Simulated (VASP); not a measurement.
# Ta12N19 (a cell with a defect) in VASP: notebook, part 2 of 2

VASP 6.6.1. The steps go on from the part before.

## (3) Single point, PBEsol, collinear spin

The input, INCAR:

```
ALGO = Normal ; EDIFF = 1E-6
ENCUT = 520 ; GGA = PS
GGA_COMPAT = False ; ISIF = 2
ISMEAR = 0 ; ISPIN = 2
LASPH = True ; LCHARG = False
LMAXMIX = 4 ; LORBIT = 11
LREAL = Auto ; LWAVE = False
MAGMOM = 0.02 0 0.05 0.04 0.01 0 0.01 0.07 0 0 0.05 0.01 0 0.01 0 0 0 0.03 0 0 0 0 0 0 0.01 0.01 0 0 0 0 0.01 ; NBANDS = 138
NELECT = 225.0 ; NELM = 200
NUPDOWN = 1.0 ; PREC = Accurate
SIGMA = 0.01
```

The input, KPOINTS:

```
Automatic mesh
0
Gamma
  1 1 1
  0.25 0.25 0.25
```

The input, POSCAR:

```
Ta12N19
1.0
    1.9387053200     -5.1062032500      0.0000000000
    3.8774106500     10.2124065000      0.0000000000
    0.0000000000      0.0000000000     10.2351147900
Ta N
12 19
Direct
    0.2025543421      0.3918912079      0.2321323655
    0.8688664139      0.0734627753      0.4360145183
    0.1235277033      0.4236579310      0.5823450713
    0.1357154584      0.4287846818      0.9393802286
    0.7996934824      0.0940633783      0.7534855285
    0.8624270560      0.0595319743      0.0583652513
    0.1974924886      0.8999549647      0.2470104093
    0.8397075753      0.5851026120      0.4496123645
    0.1384888883      0.9426714748      0.5601981593
    0.1318015850      0.9285800888      0.9385461008
    0.8256731461      0.6033401090      0.7539622705
    0.8826124262      0.5708543536      0.0597580698
    0.6896190559      0.1535265910      0.5770785929
    0.2691526446      0.3585157933      0.4257403789
    0.6939728182      0.1518990989      0.9274829818
    0.2414458239      0.3846026203      0.7517985826
    0.3164971055      0.3435112908      0.0711654254
    0.0460818373      0.4727482611      0.1285621916
    0.9460704809      0.0157160280      0.8781596808
    0.7674291516      0.1130566210      0.2455929620
    0.9735852860      0.0376050978      0.6177810155
    0.0603032809      0.9853311113      0.3798610522
    0.6946197555      0.6592730404      0.5734238205
    0.3154452668      0.8487783641      0.4267964039
    0.6970245315      0.6494802582      0.9279925292
    0.2378666872      0.8800028554      0.7497065813
    0.3110415212      0.8443516980      0.0722984592
    0.0458263175      0.9722346545      0.1184880748
    0.9798569353      0.5306991545      0.8801576419
    0.7685824284      0.6171134217      0.2496201347
    0.9375944747      0.5177299870      0.6056603841
```

Potentials or basis: VASP PAW PBE potentials, release 64 (Ta_pv, N).

Started as:

```sh
cat potpaw_PBE.64/Ta_pv/POTCAR potpaw_PBE.64/N/POTCAR > POTCAR
mpirun -np 1 vasp_std > vasp.out
```

OUTCAR:

```text
EDIFF = 1E-6
   ENCUT = 520
   GGA = PS
   ISIF = 2
   ISMEAR = 0
   ISPIN = 2
   LASPH = True
   LORBIT = 11
   LREAL = Auto
   NELECT = 225.0
   NELM = 200
   NUPDOWN = 1.0
   PREC = Accurate

 ion  position               nearest neighbor table
   1  0.203  0.392  0.232-  18 1.94  17 1.97  20 2.03  30 2.06  14 2.10   4 3.08   6 3.12  12 3.14
                             2 3.21   8 3.25
   2  0.869  0.073  0.436-  22 1.96  24 2.02  21 2.07  14 2.07  20 2.16  13 2.26   9 3.00   1 3.21
                             7 3.22   3 3.29   5 3.30   9 3.32
   3  0.124  0.424  0.582-  31 1.92  13 1.97  16 2.00  23 2.09  14 2.13   5 3.10   8 3.15  11 3.22
[... 820 lines left out ...]
      1.92569      3.68593      9.61466        -0.040338      0.027225     -0.006809
      1.91509     -3.12278      7.71201         0.037679     -0.003669     -0.059701
      1.90282     -3.79576      0.59738         0.003077      0.054834      0.069486
[... 23 lines left out ...]
      3.88286      2.37768      2.55489         0.019616     -0.022584     -0.011889
      3.82517      0.49972      6.19900         0.065476      0.054980      0.004817
 -----------------------------------------------------------------------------------
    total drift:                               -0.001336      0.005425     -0.001282

  FREE ENERGIE OF THE ION-ELECTRON SYSTEM (eV)
  ---------------------------------------------------
  free  energy   TOTEN  =      -357.4832552941 eV

  energy  without entropy=     -357.4832552941  energy(sigma->0) =     -357.48325529

 total charge

# of ion       s       p       d       tot
------------------------------------------
    1        0.365   6.295   2.318   8.978
    2        0.350   6.302   2.209   8.860
    3        0.367   6.295   2.299   8.961
    4        0.353   6.310   2.228   8.890
    5        0.349   6.313   2.195   8.858
    6        0.359   6.322   2.240   8.921
[... 23 lines left out ...]
   30        1.242   2.516   0.000   3.758
   31        1.260   2.515   0.000   3.775
--------------------------------------------------
tot         28.075 123.684  26.843 178.603

 magnetization (x)

# of ion       s       p       d       tot
------------------------------------------
    1        0.003   0.004   0.048   0.054
    2        0.001   0.000   0.008   0.009
    3        0.002   0.007   0.089   0.098
    4        0.002   0.003   0.066   0.070
    5        0.001   0.000   0.019   0.020
    6        0.001   0.000   0.010   0.011
[... 23 lines left out ...]
   30       -0.000  -0.003   0.000  -0.003
   31       -0.000   0.005   0.000   0.004
--------------------------------------------------
tot          0.025   0.054   0.491   0.570
```

Wall time 13 min (1 thread of Oxide Virtual Turin-like, shared host); peak memory 0.86 GiB.

Results:

```
Free energy                                           : -357.4833 eV
Largest force                                         : 0.176 eV/Å
Net moment                                            : 1.00 μB per cell
Site moments                                          : Ta +0.05, +0.01, +0.10, +0.07, +0.02, +0.13, +0.09, +0.03 (each value once); N +0.00, -0.00, +0.01 (each value once) μB
Valence electrons inside the program's atomic spheres : Ta 8.98, 8.86, 8.96, 8.89, 8.92, 8.83, 8.94, 8.93, 8.90, 8.82, 8.88 (each value once); N 3.80, 3.79, 3.78, 3.76, 3.75, 3.77, 3.81 (each value once)
```

Forces in eV/Å, atoms in the order of the input:
```
Ta   0.048  0.009  0.067
Ta   0.032 -0.028  0.017
Ta   0.004 -0.118 -0.087
Ta  -0.040  0.027 -0.007
Ta   0.038 -0.004 -0.060
Ta   0.003  0.055  0.069
Ta   0.033 -0.023  0.064
Ta  -0.159  0.016 -0.074
Ta  -0.041  0.005  0.003
Ta   0.041 -0.101 -0.004
Ta   0.028  0.068  0.100
Ta  -0.013  0.010 -0.002
N   -0.040  0.005 -0.022
N    0.007  0.039  0.044
N    0.093  0.023  0.046
N   -0.027  0.039  0.039
N   -0.040 -0.113 -0.066
N    0.014  0.020  0.004
N    0.016  0.051 -0.024
N   -0.068 -0.001 -0.026
N    0.002  0.033  0.089
N    0.024 -0.033 -0.079
N    0.052  0.002  0.014
N    0.061 -0.030 -0.023
N    0.021 -0.002 -0.044
N   -0.080 -0.005  0.033
N   -0.046  0.009 -0.022
N   -0.031 -0.025  0.027
N   -0.015  0.040 -0.070
N    0.020 -0.023 -0.012
N    0.065  0.055  0.005
```

Caveat: the k points lie up to 0.61 Å⁻¹ apart; the cell carries a net charge on a neutralising background, which shifts energy and pressure; the cell is charged against a uniform background, so pressure and absolute levels hang on convention; the PAW data sets were made with another functional, which shifts forces and pressure a little; the total moment is fixed, so each spin has its own Fermi level and the state may be an excited one.

## (4) Single point, PBEsol, collinear spin

The input, INCAR:

```
PREC = Accurate
ENCUT = 520
EDIFF = 1E-6
ISMEAR = 0
SIGMA = 0.01
LREAL = Auto
LASPH = T
NELM = 200
ALGO = Normal
ISIF = 2
LWAVE = F
LCHARG = F
ISPIN = 2
MAGMOM = 0.06 0.07 0.08 0.04 0.08 0.04 0.07 0.11 0.07 0.03 0.08 0.05 0.02 0.01 0.01 0.01 0 0 0 0 0 0 0.01 0.01 0.01 0.01 0 0 -0.01 0 -0.01
LORBIT = 11
NUPDOWN = 2.0
LMAXMIX = 4
GGA = PS
NELECT = 228.0
NBANDS = 138
GGA_COMPAT = F
```

KPOINTS is that of step 3.

The input, POSCAR:

```
Ta12N19
1.0
    1.9387053200     -5.1062032500      0.0000000000
    3.8774106500     10.2124065000      0.0000000000
    0.0000000000      0.0000000000     10.2351147900
Ta N
12 19
Direct
    0.1988681589      0.3920055201      0.2393907903
    0.8699944275      0.0690587039      0.4369619629
    0.1261215474      0.4289115297      0.5667437030
    0.1332129144      0.4309833375      0.9384878319
    0.8028716388      0.1011831344      0.7493623029
    0.8652801711      0.0633563948      0.0586051038
    0.1941085371      0.8971822375      0.2505576928
    0.8550291921      0.5721039352      0.4471641373
    0.1343607868      0.9357657740      0.5605730410
    0.1306738143      0.9297006231      0.9378087872
    0.8057660498      0.6014151016      0.7480760640
    0.8817850971      0.5715027454      0.0612909820
    0.6920502328      0.1531513759      0.5703003938
    0.2866506004      0.3528973753      0.4239917824
    0.6917935624      0.1523307235      0.9293491217
    0.2297450691      0.3862760034      0.7504040667
    0.3133699964      0.3445447249      0.0736638974
    0.0369693939      0.4701394055      0.1286414380
    0.9615464002      0.0267030937      0.8780031367
    0.7619328456      0.1136935617      0.2475912831
    0.9608839844      0.0287990894      0.6205159817
    0.0635074188      0.9837358324      0.3784280284
    0.6965587930      0.6549785687      0.5666343486
    0.3140081803      0.8430109025      0.4270353854
    0.6917891274      0.6513531428      0.9296657957
    0.2333705532      0.8840181529      0.7500793899
    0.3120287430      0.8460946746      0.0715177218
    0.0373297489      0.9695722402      0.1196767655
    0.9757732693      0.5336986328      0.8818249458
    0.7694059603      0.6155441048      0.2503901317
    0.9356129532      0.5154608919      0.6208335382
```

Potentials or basis: VASP PAW PBE potentials, release 64 (Ta_pv, N).

Started as:

```sh
cat potpaw_PBE.64/Ta_pv/POTCAR potpaw_PBE.64/N/POTCAR > POTCAR
mpirun -np 1 vasp_std > vasp.out
```

OUTCAR:

```text
PREC = Accurate
   ENCUT = 520
   EDIFF = 1E-6
   ISMEAR = 0
   LREAL = Auto
   LASPH = T
   NELM = 200
   ISIF = 2
   ISPIN = 2
   LORBIT = 11
   NUPDOWN = 2.0
   GGA = PS
   NELECT = 228.0

 ion  position               nearest neighbor table
   1  0.199  0.392  0.239-  18 1.98  17 2.01  20 2.02  14 2.07  30 2.07   6 3.14   4 3.17  12 3.18
                             2 3.21   8 3.27   3 3.43
   2  0.870  0.069  0.437-  22 1.95  24 2.03  14 2.06  21 2.07  20 2.18  13 2.23   9 2.99   1 3.21
                             7 3.23   5 3.27   3 3.31   9 3.33
   3  0.126  0.429  0.567-  31 1.94  13 2.00  23 2.07  16 2.11  14 2.16   8 3.10   5 3.16  11 3.21
                             8 3.24   2 3.31   1 3.43
   4  0.133  0.431  0.938-  29 1.94  15 2.03  25 2.03  18 2.14  16 2.15  17 2.27  12 3.00   1 3.17
                             5 3.20  11 3.24   6 3.31  12 3.36
   5  0.803  0.101  0.749-  21 2.03  19 2.05  26 2.06  16 2.07  13 2.14  15 2.14   3 3.16   4 3.20
                            10 3.23   9 3.23   6 3.24   2 3.27
   6  0.865  0.063  0.059-  28 1.94  27 2.01  19 2.04  17 2.05  20 2.20  15 2.23  10 2.99   1 3.14
                             5 3.24   7 3.26   4 3.31  10 3.32
   7  0.194  0.897  0.251-  22 2.03  28 2.04  30 2.04  20 2.06  24 2.15  27 2.15  12 3.20   8 3.20
                             2 3.23   9 3.25   6 3.26  10 3.27
   8  0.855  0.572  0.447-  24 2.00  31 2.04  23 2.06  14 2.08  30 2.20   3 3.10  11 3.13   7 3.20
                             9 3.22   3 3.24   1 3.27
   9  0.134  0.936  0.561-  21 1.94  13 2.03  23 2.04  22 2.05  26 2.20  24 2.31   2 2.99   8 3.22
[... 12 lines left out ...]
  18  0.037  0.470  0.129-  12 1.96   1 1.98   4 2.14
  19  0.962  0.027  0.878-  10 1.95   6 2.04   5 2.05
  20  0.762  0.114  0.248-   1 2.02   7 2.06   2 2.18   6 2.20
  21  0.961  0.029  0.621-   9 1.94   5 2.03   2 2.07
  22  0.064  0.984  0.378-   2 1.95   7 2.03   9 2.05
  23  0.697  0.655  0.567-   9 2.04   8 2.06   3 2.07  11 2.16
  24  0.314  0.843  0.427-   8 2.00   2 2.03   7 2.15   9 2.31
  25  0.692  0.651  0.930-  10 2.02   4 2.03  11 2.16  12 2.24
  26  0.233  0.884  0.750-  11 2.05   5 2.06  10 2.16   9 2.20
  27  0.312  0.846  0.072-  12 2.00   6 2.01   7 2.15  10 2.25
[... 511 lines left out ...]
 k-point     1 :       0.2500    0.2500    0.2500
  band No.  band energies     occupation
      1     -30.9717      1.00000
      2     -30.9572      1.00000
      3     -30.9256      1.00000
      4     -30.8737      1.00000
      5     -30.8637      1.00000
      6     -30.8358      1.00000
[... 247 lines left out ...]
    125       6.8977      0.00000
    126       6.9563      0.00000
 [bands above 126 left out]

------------------------ aborting loop because EDIFF is reached ----------------------------------------

  FORCE on cell =-STRESS in cart. coord.  units (eV):
  Direction    XX          YY          ZZ          XY          YZ          ZX
  --------------------------------------------------------------------------------------
  -------------------------------------------------------------------------------------
  Total       14.0075566      7.2179027     10.2266113      0.3589202      1.9815700      0.1557982
  in kB       55.3745689     28.5337595     40.4277641      1.4188808      7.8335277      0.6159004
  external PRESSURE =      41.4453642 kB  Pullay stress =       0.0000000 kB

 VOLUME and BASIS-vectors are now :
 -----------------------------------------------------------------------------
  energy-cutoff  :      520.00
  volume of cell :      405.29
      direct lattice vectors                 reciprocal lattice vectors
     1.938705320 -5.106203250  0.000000000     0.257904074 -0.097920113  0.000000000
     3.877410650 10.212406500  0.000000000     0.128952037  0.048960057  0.000000000
     0.000000000  0.000000000 10.235114790     0.000000000  0.000000000  0.097702861

 POSITION                                       TOTAL-FORCE (eV/Angst)
 -----------------------------------------------------------------------------------
      1.90551      2.98786      2.45019         0.076971      0.071967     -0.113430
      1.95443     -3.73711      4.47236         0.108148      0.160326     -0.014754
      1.90758      3.73622      5.80069         0.006247     -0.067124      0.093414
      1.92936      3.72116      9.60553         0.120700      0.077143      0.037241
      1.94886     -3.06630      7.66981        -0.040659      0.084296      0.017234
      1.92318     -3.77128      0.59983         0.101305      0.054506     -0.057222
[... 23 lines left out ...]
      3.87837      2.35744      2.56277        -0.022150      0.004373      0.108474
      3.81253      0.48667      6.35430        -0.022034      0.042303     -0.007997
 -----------------------------------------------------------------------------------
    total drift:                                0.003122      0.002989      0.004626

  FREE ENERGIE OF THE ION-ELECTRON SYSTEM (eV)
  ---------------------------------------------------
  free  energy   TOTEN  =      -341.5565615927 eV

  energy  without entropy=     -341.5565615927  energy(sigma->0) =     -341.55656159

 total charge

# of ion       s       p       d       tot
------------------------------------------
    1        0.359   6.295   2.337   8.992
    2        0.353   6.308   2.298   8.959
    3        0.354   6.290   2.331   8.975
    4        0.355   6.310   2.308   8.973
    5        0.345   6.302   2.277   8.924
    6        0.363   6.324   2.315   9.002
[... 23 lines left out ...]
   30        1.244   2.532   0.000   3.776
   31        1.264   2.522   0.000   3.786
--------------------------------------------------
tot         28.047 123.862  27.675 179.584

 magnetization (x)

# of ion       s       p       d       tot
------------------------------------------
    1        0.003   0.003   0.112   0.118
    2        0.002   0.001   0.107   0.110
    3        0.006   0.005   0.197   0.208
    4        0.002   0.002   0.079   0.082
    5        0.003   0.001   0.112   0.116
    6        0.002   0.001   0.075   0.078
[... 23 lines left out ...]
   30       -0.000   0.002   0.000   0.002
   31       -0.001  -0.010   0.000  -0.011
--------------------------------------------------
tot          0.023   0.042   1.378   1.443
```

OSZICAR:

```text
N       E                     dE             d eps       ncg     rms          rms(c)
DAV:   1     0.226081241517E+04    0.22608E+04   -0.12453E+05  1104   0.167E+03
DAV:   2    -0.197324951900E+03   -0.24581E+04   -0.23713E+04  1272   0.489E+02
DAV:   3    -0.402205388800E+03   -0.20488E+03   -0.20249E+03  1296   0.133E+02
DAV:   4    -0.408310468405E+03   -0.61051E+01   -0.60385E+01  1312   0.229E+01
DAV:   5    -0.408526181602E+03   -0.21571E+00   -0.21493E+00  1344   0.382E+00    0.106E+02
DAV:   6    -0.343463536744E+03    0.65063E+02   -0.41789E+02  1352   0.509E+01    0.407E+01
DAV:   7    -0.341991853036E+03    0.14717E+01   -0.24368E+01  1304   0.138E+01    0.234E+01
DAV:   8    -0.341600690936E+03    0.39116E+00   -0.19274E+00  1368   0.535E+00    0.243E+00
DAV:   9    -0.341552331496E+03    0.48359E-01   -0.36769E-01  1376   0.241E+00    0.109E+00
DAV:  10    -0.341555684227E+03   -0.33527E-02   -0.97120E-02  1456   0.840E-01    0.604E-01
DAV:  11    -0.341555472710E+03    0.21152E-03   -0.12826E-02  1440   0.360E-01    0.375E-01
DAV:  12    -0.341556437720E+03   -0.96501E-03   -0.37107E-03  1280   0.198E-01    0.130E-01
DAV:  13    -0.341556505260E+03   -0.67540E-04   -0.66789E-04  1456   0.919E-02    0.428E-02
DAV:  14    -0.341556533140E+03   -0.27880E-04   -0.16485E-04  1296   0.397E-02    0.266E-02
DAV:  15    -0.341556553764E+03   -0.20624E-04   -0.33806E-05  1344   0.182E-02    0.140E-02
DAV:  16    -0.341556560750E+03   -0.69854E-05   -0.82084E-06  1152   0.826E-03    0.740E-03
DAV:  17    -0.341556561593E+03   -0.84298E-06   -0.23726E-06   880   0.449E-03
   1 F= -.34155656E+03 E0= -.34155656E+03  d E =-.106718E-11  mag=     2.0000
```

Run time: 13 min. Hardware: 1 thread of Oxide Virtual Turin-like, shared host; peak memory 0.85 GiB.

What came out:

```
Free energy                                           : -341.5566 eV
Largest force                                         : 0.279 eV/Å
Net moment                                            : 2.00 μB per cell
Site moments                                          : Ta +0.12, +0.11, +0.21, +0.08, +0.10, +0.19, +0.13, +0.07, +0.15, +0.09 (each value once); N +0.01, +0.00, -0.00, -0.01 (each value once) μB
Valence electrons inside the program's atomic spheres : Ta 8.99, 8.96, 8.97, 8.92, 9.00, 8.93, 8.98 (each value once); N 3.81, 3.80, 3.78, 3.77, 3.79, 3.82 (each value once)
```

Forces on the atoms (eV/Å):
```
Ta   0.077  0.072 -0.113
Ta   0.108  0.160 -0.015
Ta   0.006 -0.067  0.093
Ta   0.121  0.077  0.037
Ta  -0.041  0.084  0.017
Ta   0.101  0.055 -0.057
Ta   0.008 -0.046 -0.121
Ta  -0.021 -0.006 -0.087
Ta   0.114 -0.047  0.145
Ta  -0.042  0.004  0.008
Ta   0.051  0.052  0.145
Ta  -0.128  0.002 -0.082
N   -0.255  0.017 -0.111
N    0.068 -0.015  0.099
N    0.060  0.009 -0.007
N   -0.069  0.032  0.013
N   -0.055 -0.164 -0.127
N    0.002  0.012  0.204
N    0.020  0.061 -0.047
N   -0.019 -0.067  0.017
N    0.039  0.007 -0.035
N   -0.065 -0.032  0.024
N    0.074 -0.093 -0.067
N    0.010  0.003  0.006
N    0.085  0.059  0.122
N   -0.049 -0.061 -0.027
N   -0.042 -0.010  0.000
N   -0.057 -0.084  0.016
N   -0.058 -0.062 -0.151
N   -0.022  0.004  0.108
N   -0.022  0.042 -0.008
```

Caveat: the k points lie up to 0.61 Å⁻¹ apart; the cell carries a net charge on a neutralising background, which shifts energy and pressure; the cell is charged against a uniform background, so pressure and absolute levels hang on convention; the moment is held away from its start; the PAW data sets were made with another functional, which shifts forces and pressure a little; the total moment is fixed, so each spin has its own Fermi level and the state may be an excited one.
